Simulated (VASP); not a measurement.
# Sb2Se3 (P6_3/mmc) in VASP: single point with PBE

Aim: the single point of Sb2Se3 with PBE.

All numbers are computed with VASP 6.6.1; they aren't measurements. Logs are shortened: lines on timing, memory, paths and dates and some standing lists are left out, and cuts for length are marked.

## 1. The cell of the first run

It takes space group P6_3/mmc (No. 194, hexagonal). Conventional cell: a = 4.001 Å, b = 4.001 Å, c = 20.092 Å, α = 90.00°, β = 90.00°, γ = 120.00°. Within 3.7 Å of Sb (site symmetry 3m) lie 6 Se at 2.83 to 3.07 Å. Se (site symmetry -6m2) has 6 Sb at 3.07 Å and 8 Se at 3.66 to 4.00 Å within 4.1 Å. Within 3.7 Å of Se (site symmetry 3m) lie 3 Sb at 2.83 Å and 4 Se at 3.58 to 3.66 Å.

The cell was generated, and may not be a known phase.

## 2. Single point, PBE

File INCAR:

```
SYSTEM = Sb2Se3
ALGO = Normal
EDIFF = 1E-6
ENCUT = 500
GGA = PE
GGA_COMPAT = .FALSE.
ISIF = 2
ISMEAR = 0
LASPH = .TRUE.
LCHARG = .FALSE.
LREAL = .FALSE.
LWAVE = .FALSE.
NBANDS = 39
NELM = 120
PREC = Accurate
SIGMA = 0.15
```

File KPOINTS:

```
k-points
0
G
  3 3 1
  0 0 0
```

File POSCAR:

```
Sb2Se3
1.0
    4.0012179000      0.0000000000      0.0000000000
   -2.0006089500      3.4651563475      0.0000000000
    0.0000000000      0.0000000000     20.0922300474
Sb Se
4 6
Direct
    0.3333333333      0.6666666667      0.3508095769
    0.6666666667      0.3333333333      0.8508095769
    0.6666666667      0.3333333333      0.6491904231
    0.3333333333      0.6666666667      0.1491904231
    0.6666666667      0.3333333333      0.2500000000
    0.3333333333      0.6666666667      0.7500000000
    0.3333333333      0.6666666667      0.5679326135
    0.6666666667      0.3333333333      0.0679326135
    0.3333333333      0.6666666667      0.9320673865
    0.6666666667      0.3333333333      0.4320673865
```

Potentials or basis: VASP PAW PBE potentials, release 64 (Sb, Se).

Command:

```
cat potpaw_PBE.64/Sb/POTCAR potpaw_PBE.64/Se/POTCAR > POTCAR
mpirun -np 1 vasp_std > vasp.out
```

OUTCAR:

```text
SYSTEM = Sb2Se3
   EDIFF = 1E-6
   ENCUT = 500
   GGA = PE
   ISIF = 2
   ISMEAR = 0
   LASPH = .TRUE.
   LREAL = .FALSE.
   NELM = 120
   PREC = Accurate

 ion  position               nearest neighbor table
   1  0.333  0.667  0.351-  10 2.83  10 2.83  10 2.83   5 3.07   5 3.07   5 3.07
   2  0.667  0.333  0.851-   9 2.83   9 2.83   9 2.83   6 3.07   6 3.07   6 3.07
   3  0.667  0.333  0.649-   7 2.83   7 2.83   7 2.83   6 3.07   6 3.07   6 3.07
   4  0.333  0.667  0.149-   8 2.83   8 2.83   8 2.83   5 3.07   5 3.07   5 3.07
   5  0.667  0.333  0.250-   1 3.07   4 3.07   1 3.07   4 3.07   1 3.07   4 3.07
   6  0.333  0.667  0.750-   2 3.07   3 3.07   2 3.07   3 3.07   2 3.07   3 3.07
   7  0.333  0.667  0.568-   3 2.83   3 2.83   3 2.83
   8  0.667  0.333  0.068-   4 2.83   4 2.83   4 2.83
   9  0.333  0.667  0.932-   2 2.83   2 2.83   2 2.83
  10  0.667  0.333  0.432-   1 2.83   1 2.83   1 2.83

  LATTYP: Found a hexagonal cell.
 ALAT       =     4.0012179000
 C/A-ratio  =     5.0215285819

  Lattice vectors:

 A1 = (   4.0012179000,   0.0000000000,   0.0000000000)
 A2 = (  -2.0006089500,   3.4651563475,   0.0000000000)
 A3 = (   0.0000000000,   0.0000000000,  20.0922300474)

Analysis of symmetry for initial positions (statically):
=====================================================================
 Subroutine PRICEL returns:
 Original cell was already a primitive cell.

 Routine SETGRP: Setting up the symmetry group for a
 hexagonal supercell.

 Subroutine GETGRP returns: Found 24 space group operations
 (whereof 12 operations were pure point group operations)
 out of a pool of 24 trial point group operations.

The static configuration has the point symmetry D_3d.
 The point group associated with its full space group is D_6h.

Analysis of symmetry for dynamics (positions and initial velocities):
=====================================================================
 Subroutine PRICEL returns:
 Original cell was already a primitive cell.

 Routine SETGRP: Setting up the symmetry group for a
 hexagonal supercell.

 Subroutine GETGRP returns: Found 24 space group operations
 (whereof 12 operations were pure point group operations)
 out of a pool of 24 trial point group operations.

The dynamic configuration has the point symmetry D_3d.
 The point group associated with its full space group is D_6h.

 Subroutine INISYM returns: Found 24 space group operations
 (whereof 12 operations are pure point group operations),
 and found     1 'primitive' translations

----------------------------------------------------------------------------------------

                                     Primitive cell

  volume of cell :     278.5757

  direct lattice vectors                    reciprocal lattice vectors
     4.001217900  0.000000000  0.000000000     0.249923904  0.144293633  0.000000000
    -2.000608950  3.465156347  0.000000000     0.000000000  0.288587267  0.000000000
     0.000000000  0.000000000 20.092230047     0.000000000  0.000000000  0.049770483

  length of vectors
     4.001217900  4.001217900 20.092230047     0.288587267  0.288587267  0.049770483

  position of ions in fractional coordinates (direct lattice)
     0.333333333  0.666666667  0.350809577
     0.666666667  0.333333333  0.850809577
     0.666666667  0.333333333  0.649190423
     0.333333333  0.666666667  0.149190423
     0.666666667  0.333333333  0.250000000
     0.333333333  0.666666667  0.750000000
     0.333333333  0.666666667  0.567932613
     0.666666667  0.333333333  0.067932613
     0.333333333  0.666666667  0.932067387
     0.666666667  0.333333333  0.432067387

  ion indices of the primitive-cell ions
   primitive index   ion index
                 1           1
                 2           2
                 3           3
                 4           4
                 5           5
                 6           6
                 7           7
                 8           8
                 9           9
                10          10

----------------------------------------------------------------------------------------

 KPOINTS: k-points

Automatic generation of k-mesh.
 Grid dimensions read from file:
 generate k-points for:    3    3    1

 Generating k-lattice:

  Cartesian coordinates                     Fractional coordinates (reciprocal lattice)
     0.083307968  0.048097878  0.000000000     0.333333333  0.000000000  0.000000000
     0.000000000  0.096195756  0.000000000     0.000000000  0.333333333  0.000000000
     0.000000000  0.000000000  0.049770483     0.000000000  0.000000000  1.000000000

  Length of vectors
     0.096195756  0.096195756  0.049770483

  Shift w.r.t. Gamma in fractional coordinates (k-lattice)
     0.000000000  0.000000000  0.000000000

 Subroutine IBZKPT returns following result:
 ===========================================

 Found      3 irreducible k-points:

 Following reciprocal coordinates:
            Coordinates               Weight
  0.000000  0.000000  0.000000      1.000000
  0.333333 -0.000000  0.000000      6.000000
  0.333333  0.333333  0.000000      2.000000
   k-points           NKPTS =      3   k-points in BZ     NKDIM =      3   number of bands    NBANDS=     39
   number of dos      NEDOS =    301   number of ions     NIONS =     10
   total plane-waves  NPLWV = 135000
   dimension x,y,z NGX =    30 NGY =   30 NGZ =  150
   dimension x,y,z NGXF=    60 NGYF=   60 NGZF=  300
   ions per type =               4   6
   NGX,Y,Z   is equivalent  to a cutoff of  12.46, 12.46, 12.41 a.u.
   NGXF,Y,Z  is equivalent  to a cutoff of  24.93, 24.93, 24.82 a.u.
 SYSTEM =  Sb2Se3
   PREC   = accura    normal or accurate (medium, high low for compatibility)
   ISTART =      0    job   : 0-new  1-cont  2-samecut
   ICHARG =      2    charge: 1-file 2-atom 10-const
   ISPIN  =      1    spin polarized calculation?
   LNONCOLLINEAR =      F non collinear calculations
   LSORBIT =      F    spin-orbit coupling
   LASPH  =      T    aspherical Exc in radial PAW
   ENCUT  =  500.0 eV  36.75 Ry    6.06 a.u.   7.30  7.30 36.63*2*pi/ulx,y,z
   NELM   =    120;   NELMIN=  2; NELMDL= -5     # of ELM steps
   EDIFF  = 0.1E-05   stopping-criterion for ELM
   LREAL  =      F    real-space projection
   EDIFFG = 0.1E-04   stopping-criterion for IOM
   NSW    =      0    number of steps for IOM
   IBRION =     -1    ionic relax: 0-MD 1-quasi-New 2-CG
   NFREE  =      0    steps in history (QN), initial steepest desc. (CG)
   ISIF   =      2    stress and relaxation
   ISYM   =      2    0-nonsym 1-usesym 2-fastsym
   POTIM  = 0.5000    time-step for ionic-motion
   TEBEG  =    0.0;   TEEND  =   0.0 temperature during run
   PSTRESS=    0.0 pullay stress
   NELECT =      56.0000    total number of electrons
   NUPDOWN=      -1.0000    fix difference up-down
   EMIN   =  10.00;   EMAX   =-10.00  energy-range for DOS
   EFERMI =   0.00;   METHOD = LEGACY
   ISMEAR =     0;   SIGMA  =   0.15  broadening in eV -4-tet -1-fermi 0-gaus
   EFERMI_NEDOS =   21; number of points for ismear=-14 and -15
   IALGO  =     38    algorithm
   IMIX   =      4    mixing-type and parameters
     AMIX     =   0.40;   BMIX     =  1.00
     AMIX_MAG =   1.60;   BMIX_MAG =  1.00
  volume/ion in A,a.u.               =      27.86       187.99
  Fermi-wavevector in a.u.,A,eV,Ry     =   0.959010  1.812266 12.513279  0.919700
  Thomas-Fermi vector in A             =   2.088168
   LORBIT       =      0    0 simple, 1 ext, 2 COOP (PROOUT), +10 PAW based schemes
   GGA     = PE    functional components
   LHFCALC =     F    Hartree Fock is set to
   AEXX    =    0.0000 exact exchange contribution
   IVDW    =     0    specifies the selected vdW correction
   LEPSILON=     F    determine dielectric tensor
   LRPA    =     F    only Hartree local field effects (RPA)
 non-spin polarized calculation
 Gauss-broadening in eV      SIGMA  =   0.15
  energy-cutoff  :      500.00
  volume of cell :      278.58
 maximum number of plane-waves:      7159
 NGX is ok and might be reduce to    30
   NGX = 15   NGY = 15   NGZ = 73

 number of electron      56.0000004 magnetization

 Free energy of the ion-electron system (eV)
  ---------------------------------------------------
  ext. energy  EPLUGINS =         0.00000000
  ---------------------------------------------------
  free energy    TOTEN  =       -38.56136620 eV

  energy without entropy =      -38.52570861  energy(sigma->0) =      -38.54353740

 E-fermi :   4.6312     XC(G=0):  -9.2778

 val. band max:        4.5546030397   @ k =   0.3333   0.3333   0.0000
 cond. band min:       4.8743955570   @ k =   0.0000   0.0000   0.0000
 fundamental gap:      0.3197925173
 Fermi energy:         4.6311969957

 k-point     1 :       0.0000    0.0000    0.0000
  band No.  band energies     occupation
      1      -9.4479      2.00000
      2      -9.2430      2.00000
      3      -9.1871      2.00000
      4      -8.8205      2.00000
      5      -8.1517      2.00000
      6      -7.9263      2.00000
[... 31 lines left out ...]
     38       6.5614      0.00000
     39       7.8071      0.00000

 k-point     2 :       0.3333   -0.0000    0.0000
  band No.  band energies     occupation
      1      -8.6468      2.00000
      2      -8.4676      2.00000
      3      -8.4457      2.00000
      4      -8.1493      2.00000
      5      -7.6638      2.00000
      6      -7.5273      2.00000
[... 31 lines left out ...]
     38       7.8697      0.00000
     39       7.9903      0.00000

 k-point     3 :       0.3333    0.3333    0.0000
  band No.  band energies     occupation
      1      -7.9687      2.00000
      2      -7.9687      2.00000
      3      -7.8161      2.00000
      4      -7.8161      2.00000
      5      -7.3381      2.00000
      6      -7.3381      2.00000
[... 31 lines left out ...]
     38       8.7306      0.00000
     39       8.7318      0.00000

------------------------ aborting loop because EDIFF is reached ----------------------------------------

  FORCE on cell =-STRESS in cart. coord.  units (eV):
  Direction    XX          YY          ZZ          XY          YZ          ZX
  --------------------------------------------------------------------------------------
  -------------------------------------------------------------------------------------
  Total       -0.5637665     -0.5637665      0.3884303     -0.0000000     -0.0000000      0.0000000
  in kB       -3.2424004     -3.2424004      2.2339864     -0.0000000     -0.0000000      0.0000000
  external PRESSURE =      -1.4169381 kB  Pullay stress =       0.0000000 kB

 VOLUME and BASIS-vectors are now :
 -----------------------------------------------------------------------------
  energy-cutoff  :      500.00
  volume of cell :      278.58
      direct lattice vectors                 reciprocal lattice vectors
     4.001217900  0.000000000  0.000000000     0.249923904  0.144293633  0.000000000
    -2.000608950  3.465156347  0.000000000     0.000000000  0.288587267  0.000000000
     0.000000000  0.000000000 20.092230047     0.000000000  0.000000000  0.049770483

 POSITION                                       TOTAL-FORCE (eV/Angst)
 -----------------------------------------------------------------------------------
     -0.00000      2.31010      7.04855         0.000000     -0.000000     -0.033541
      2.00061      1.15505     17.09466        -0.000000      0.000000     -0.033541
      2.00061      1.15505     13.04368        -0.000000     -0.000000      0.033541
     -0.00000      2.31010      2.99757         0.000000     -0.000000      0.033541
      2.00061      1.15505      5.02306         0.000000      0.000000     -0.000000
     -0.00000      2.31010     15.06917        -0.000000     -0.000000     -0.000000
     -0.00000      2.31010     11.41103        -0.000000     -0.000000      0.041409
      2.00061      1.15505      1.36492         0.000000      0.000000      0.041409
     -0.00000      2.31010     18.72731        -0.000000      0.000000     -0.041409
      2.00061      1.15505      8.68120         0.000000      0.000000     -0.041409
 -----------------------------------------------------------------------------------
    total drift:                                0.000000     -0.000000      0.000000

  FREE ENERGIE OF THE ION-ELECTRON SYSTEM (eV)
  ---------------------------------------------------
  free  energy   TOTEN  =       -38.5613661958 eV

  energy  without entropy=      -38.5257086053  energy(sigma->0) =      -38.54353740
```

It took 36 s on 1 thread of Intel Xeon Platinum 8559C (Emerald Rapids), shared host; peak memory 0.33 GiB.

What came out:

* Free energy: -38.5614 eV
* Pressure: -0.1 GPa
* Largest force: 0.041 eV/Å
* Band gap on the k mesh: zero (bands 28 and 29 overlap by 0.32 eV)

Forces on the atoms (eV/Å):
```
Sb   0.000  0.000 -0.034
Sb   0.000  0.000 -0.034
Sb   0.000  0.000  0.034
Sb   0.000  0.000  0.034
Se   0.000  0.000  0.000
Se   0.000  0.000  0.000
Se   0.000  0.000  0.041
Se   0.000  0.000  0.041
Se   0.000  0.000 -0.041
Se   0.000  0.000 -0.041
```

Stress tensor (GPa, compression positive):
```
-0.32  0.00  0.00
 0.00 -0.32  0.00
 0.00  0.00  0.22
```

Caveat: the k points lie up to 0.60 Å⁻¹ apart; semilocal functionals underestimate gaps, and a narrow one can read as zero; spin-orbit coupling is left out, which moves the levels of the heavy elements.

The gap in the log of VASP goes by the Fermi energy; the results here count the filled bands.